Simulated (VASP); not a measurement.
# Ir (I4/mmm) in VASP: notebook, part 2 of 2

VASP 6.6.1.

### Step 3. Single point, LDA

Input file INCAR:

```
PREC = Accurate ; ENCUT = 520
EDIFF = 1E-6 ; ISMEAR = 0
SIGMA = 0.15 ; LREAL = F
LASPH = T ; NELM = 60
ALGO = Fast ; ISIF = 2
LWAVE = F ; LCHARG = T
LELF = T ; LVHAR = T
NBANDS = 10
```

Input file KPOINTS:

```
Automatic mesh
0
Gamma
  8 8 8
```

Input file POSCAR:

```
Ir
1.0
    0.0000000000      1.8887316814      1.9831682655
    1.8887316814      0.0000000000      1.9831682655
    1.8887316814      1.8887316814      0.0000000000
Ir
1
Direct
    0.0000000000      0.0000000000      0.0000000000
```

Potentials or basis: VASP PAW LDA potentials, release 64 (Ir).

Launch:

```
> cat potpaw_LDA.64/Ir/POTCAR > POTCAR
> mpirun -np 1 vasp_std > vasp.out
```

OUTCAR:

```text
PREC = Accurate
   ENCUT = 520
   EDIFF = 1E-6
   ISMEAR = 0
   LREAL = F
   LASPH = T
   NELM = 60
   ISIF = 2

 ion  position               nearest neighbor table
   1  0.000  0.000  0.000-

  LATTYP: Found a body centered tetragonal cell.
 ALAT       =     2.6710699595
 C/A-ratio  =     1.4849242405

  Lattice vectors:

 A1 = (  -1.8887316814,   0.0000000000,   1.9831682655)
 A2 = (   1.8887316814,   0.0000000000,   1.9831682655)
 A3 = (   0.0000000000,   1.8887316814,  -1.9831682655)

Analysis of symmetry for initial positions (statically):
=====================================================================
 Subroutine PRICEL returns:
 Original cell was already a primitive cell.

 Routine SETGRP: Setting up the symmetry group for a
 body centered tetragonal supercell.

 Subroutine GETGRP returns: Found 16 space group operations
 (whereof 16 operations were pure point group operations)
 out of a pool of 16 trial point group operations.

The static configuration has the point symmetry D_4h.

Analysis of symmetry for dynamics (positions and initial velocities):
=====================================================================
 Subroutine PRICEL returns:
 Original cell was already a primitive cell.

 Routine SETGRP: Setting up the symmetry group for a
 body centered tetragonal supercell.

 Subroutine GETGRP returns: Found 16 space group operations
 (whereof 16 operations were pure point group operations)
 out of a pool of 16 trial point group operations.

The dynamic configuration has the point symmetry D_4h.

 Subroutine INISYM returns: Found 16 space group operations
 (whereof 16 operations are pure point group operations),
 and found     1 'primitive' translations

----------------------------------------------------------------------------------------

                                     Primitive cell

  volume of cell :      14.1491
[... 110 lines left out ...]
  Thomas-Fermi vector in A             =   2.530133
   LORBIT       =      0    0 simple, 1 ext, 2 COOP (PROOUT), +10 PAW based schemes
   GGA     = CA    functional components
   LHFCALC =     F    Hartree Fock is set to
   AEXX    =    0.0000 exact exchange contribution
   IVDW    =     0    specifies the selected vdW correction
   LEPSILON=     F    determine dielectric tensor
   LRPA    =     F    only Hartree local field effects (RPA)
 non-spin polarized calculation
 RMM-DIIS sequential band-by-band and
 Gauss-broadening in eV      SIGMA  =   0.15
  energy-cutoff  :      520.00
  volume of cell :       14.15
 maximum number of plane-waves:       392
   NGX = 11   NGY = 11   NGZ =  9

 number of electron       9.0000001 magnetization

 Free energy of the ion-electron system (eV)
  ---------------------------------------------------
  ext. energy  EPLUGINS =         0.00000000
  ---------------------------------------------------
  free energy    TOTEN  =       -10.22800155 eV

  energy without entropy =      -10.20746022  energy(sigma->0) =      -10.21773089

 E-fermi :  10.3421     XC(G=0): -14.1377

 val. band max:       10.3395204449   @ k =  -0.1250   0.3750   0.2500
 cond. band min:      10.3517432765   @ k =  -0.3750   0.0000   0.2500
 fundamental gap:      0.0122228317
 Fermi energy:        10.3420865814

 k-point     1 :       0.0000    0.0000    0.0000
  band No.  band energies     occupation
      1      -0.7965      2.00000
      2       5.9571      2.00000
      3       6.6336      2.00000
      4       6.6336      2.00000
      5       8.6757      2.00000
      6       9.5515      2.00000
      7      24.6839      0.00000
      8      29.2182      0.00000
      9      30.7098      0.00000
     10      30.7098      0.00000
[... 287 lines left out ...]
 k-point    24 :       0.3750    0.0000    0.1250
  band No.  band energies     occupation
      1       2.6363      2.00000
      2       5.8493      2.00000
      3       6.3743      2.00000
      4       7.0836      2.00000
      5      10.4318      0.39789
      6      10.7930      0.00002
      7      21.7998      0.00000
      8      26.5759      0.00000
      9      29.7903      0.00000
     10      31.9201      0.00000

 [... further k-points ...]

------------------------ aborting loop because EDIFF is reached ----------------------------------------

  FORCE on cell =-STRESS in cart. coord.  units (eV):
  Direction    XX          YY          ZZ          XY          YZ          ZX
  --------------------------------------------------------------------------------------
  -------------------------------------------------------------------------------------
  Total        0.1334395      0.1334395     -1.3836608      0.0000000     -0.0000000      0.0000000
  in kB       15.1100154     15.1100154   -156.6787625      0.0000000     -0.0000000      0.0000000
  external PRESSURE =     -42.1529106 kB  Pullay stress =       0.0000000 kB

 VOLUME and BASIS-vectors are now :
 -----------------------------------------------------------------------------
  energy-cutoff  :      520.00
  volume of cell :       14.15
      direct lattice vectors                 reciprocal lattice vectors
     0.000000000  1.888731681  1.983168266    -0.264727915  0.264727915  0.252121824
     1.888731681  0.000000000  1.983168266     0.264727915 -0.264727915  0.252121824
     1.888731681  1.888731681  0.000000000     0.264727915  0.264727915 -0.252121824

 POSITION                                       TOTAL-FORCE (eV/Angst)
 -----------------------------------------------------------------------------------
      0.00000      0.00000      0.00000         0.000000      0.000000      0.000000
 -----------------------------------------------------------------------------------
    total drift:                               -0.000000      0.000000     -0.000000

  FREE ENERGIE OF THE ION-ELECTRON SYSTEM (eV)
  ---------------------------------------------------
  free  energy   TOTEN  =       -10.2280015535 eV

  energy  without entropy=      -10.2074602249  energy(sigma->0) =      -10.21773089
```

OSZICAR:

```text
N       E                     dE             d eps       ncg     rms          rms(c)
DAV:   1     0.470365618103E+02    0.47037E+02   -0.44659E+03  1188   0.825E+02
DAV:   2    -0.988866188480E+01   -0.56925E+02   -0.54336E+02  1204   0.198E+02
DAV:   3    -0.108332492029E+02   -0.94459E+00   -0.94154E+00  1360   0.317E+01
DAV:   4    -0.108427846886E+02   -0.95355E-02   -0.95336E-02  1378   0.291E+00
[... 10 lines left out ...]
RMM:  15    -0.102280026706E+02    0.11125E-03   -0.27608E-04  2213   0.201E-01    0.625E-02
RMM:  16    -0.102280162665E+02   -0.13596E-04   -0.47990E-05  1906   0.872E-02    0.728E-02
RMM:  17    -0.102280072576E+02    0.90089E-05   -0.47559E-06  1315   0.268E-02    0.527E-02
RMM:  18    -0.102280022248E+02    0.50328E-05   -0.60766E-06  1267   0.283E-02    0.280E-02
RMM:  19    -0.102280015535E+02    0.67127E-06   -0.68945E-07   659   0.876E-03
   1 F= -.10228002E+02 E0= -.10217731E+02  d E =-.205413E-01
```

Wall time 6.8 s (1 thread of AMD EPYC 9R45 (Zen 5), shared host); peak memory 0.09 GiB.

Results:

```yaml
Free_energy: -10.2280 eV
Pressure: -4.2 GPa
```

Stress tensor (GPa, compression positive):
```
  1.51   0.00   0.00
  0.00   1.51   0.00
  0.00   0.00 -15.67
```

Levels at points of the mesh, in eV from the Fermi level:
| k point | band 1 | band 2 | band 3 | band 4 | band 5 | band 6 | band 7 | band 8 | band 9 |
| --- | --- | --- | --- | --- | --- | --- | --- | --- | --- |
| (0.00, 0.00, 0.00) | -11.14 | -4.38 | -3.71 | -3.71 | -1.67 | -0.79 | 14.34 | 18.88 | 20.37 |
| (0.50, 0.00, 0.00) | -8.15 | -4.36 | -3.69 | -0.74 | 0.70 | 1.03 | 7.25 | 13.80 | 19.36 |
| (0.50, 0.50, 0.00) | -7.99 | -7.38 | 0.93 | 1.04 | 1.39 | 1.39 | 9.61 | 12.27 | 12.27 |
| (0.50, 0.00, 0.50) | -7.92 | -7.39 | 0.80 | 1.11 | 1.77 | 2.05 | 10.95 | 11.13 | 11.65 |

Caveat: spin-orbit coupling is left out, which moves the levels of the heavy elements.

### Step 4. Single point, LDA

Input file INCAR:

```
PREC     = Accurate       # precision mode
ENCUT    = 500            # plane-wave cutoff, eV
EDIFF    = 1E-6           # SCF threshold, eV
ISMEAR   = 0              # smearing method
SIGMA    = 0.15           # smearing width, eV
LREAL    = F              # projectors in reciprocal space
LASPH    = T              # aspherical terms in the spheres
NELM     = 120            # most SCF steps
ALGO     = Normal         # electronic algorithm
ISIF     = 2              # what is computed and relaxed
LWAVE    = F              # write WAVECAR
LCHARG   = F              # write CHGCAR
NBANDS   = 14             # bands
GGA_COMPAT= F
```

Input file KPOINTS:

```
regular mesh
0
Gamma
  8 8 8
```

Input file POSCAR:

```
Ir
1.0
    0.0000000000      1.9460005285      1.8681605073
    1.9460005285      0.0000000000      1.8681605073
    1.9460005285      1.9460005285      0.0000000000
Ir
1
Direct
    0.0000000000      0.0000000000      0.0000000000
```

Potentials or basis: VASP PAW LDA potentials, release 64 (Ir_sv_GW).

Launch:

```
> cat potpaw_LDA.64/Ir_sv_GW/POTCAR > POTCAR
> mpirun -np 1 vasp_std > vasp.out
```

Wall time 9.6 s (1 thread of Intel Xeon 6975P-C (Granite Rapids), shared host); peak memory 0.13 GiB.

It converged, with:

- Free energy: -10.8084 eV
- Pressure: -8.4 GPa

Stress tensor (GPa, compression positive):
```
-13.23   0.00   0.00
  0.00 -13.23   0.00
  0.00   0.00   1.31
```

Levels at points of the mesh, in eV from the Fermi level:
```tsv
k point	band 4	band 5	band 6	band 7	band 8	band 9	band 10	band 11	band 12	band 13
(0.00, 0.00, 0.00)	-49.21	-11.12	-4.11	-4.11	-3.58	-1.57	-0.88	13.63	18.66	18.66
(0.50, 0.00, 0.00)	-49.31	-8.14	-4.31	-3.73	-0.73	0.72	1.03	7.27	13.25	18.74
(0.50, 0.00, 0.50)	-49.48	-7.95	-7.37	0.86	1.17	1.42	1.67	10.16	11.47	11.95
```

Caveat: spin-orbit coupling is left out, which moves the levels of the heavy elements.

### Step 5. Single point, LDA

Input file INCAR:

```
PREC = Accurate ; ENCUT = 500
EDIFF = 1E-6 ; ISMEAR = 0
SIGMA = 0.15 ; LREAL = F
LASPH = T ; NELM = 120
ALGO = Normal ; ISIF = 2
LWAVE = F ; LCHARG = T
LELF = T ; LVHAR = T
NBANDS = 14 ; GGA_COMPAT = F
```

Input file KPOINTS:

```
Automatic mesh
0
Gamma
  8 8 8
```

Input file POSCAR:

```
Ir
1.0
    0.0000000000      1.8887316814      1.9831682655
    1.8887316814      0.0000000000      1.9831682655
    1.8887316814      1.8887316814      0.0000000000
Ir
1
Direct
    0.0000000000      0.0000000000      0.0000000000
```

Launch:

```
> cat potpaw_LDA.64/Ir_sv_GW/POTCAR > POTCAR
> mpirun -np 1 vasp_std > vasp.out
```

It used 12 s of CPU time on 1 thread of AMD EPYC 7R13 Processor (Zen 3), on a shared host.

It converged, with:

- Free energy: -10.8009 eV
- Pressure: -8.2 GPa

Stress tensor (GPa, compression positive):
```
 -2.48   0.00   0.00
  0.00  -2.48   0.00
  0.00   0.00 -19.71
```

Levels at points of the mesh, in eV from the Fermi level:
```csv
k point,band 4,band 5,band 6,band 7,band 8,band 9,band 10,band 11,band 12,band 13
"(0.00, 0.00, 0.00)",-49.21,-11.12,-4.38,-3.70,-3.70,-1.66,-0.79,13.64,18.12,19.60
"(0.50, 0.00, 0.00)",-49.30,-8.14,-4.36,-3.68,-0.73,0.71,1.04,7.28,13.23,18.74
"(0.50, 0.50, 0.00)",-49.46,-7.98,-7.37,0.93,1.04,1.41,1.41,9.64,12.04,12.04
"(0.50, 0.00, 0.50)",-49.51,-7.91,-7.38,0.81,1.12,1.79,2.05,10.92,10.99,11.46
```

Caveat: spin-orbit coupling is left out, which moves the levels of the heavy elements.

### Step 6. The runs side by side

```tsv
potentials or basis	cell	cutoff (eV)	second run	gap on the mesh (eV)	pressure (GPa)
VASP PAW LDA potentials, release 64 (Ir)	a = 2.698, b = 2.698, c = 2.752 Å, angles 59.3, 59.3, 61.3°, 1 atom	520	-	none	-4.3
VASP PAW LDA potentials, release 64 (Ir)	a = 2.739, b = 2.739, c = 2.671 Å, angles 60.8, 60.8, 58.4°, 1 atom	520	-	none	-4.2
VASP PAW LDA potentials, release 64 (Ir_sv_GW)	a = 2.698, b = 2.698, c = 2.752 Å, angles 59.3, 59.3, 61.3°, 1 atom	500	valence_matched	none	-8.4
VASP PAW LDA potentials, release 64 (Ir_sv_GW)	a = 2.739, b = 2.739, c = 2.671 Å, angles 60.8, 60.8, 58.4°, 1 atom	500	valence_matched	none	-8.2
```

Alike in all rows: task single point; level LDA; no spin polarisation; k mesh 8 × 8 × 8; smearing gaussian 0.15 eV.

Caveats: spin-orbit coupling is left out, which moves the levels of the heavy elements.

Total energies depend on the potentials used, so only differences within one code and one set of settings carry meaning.
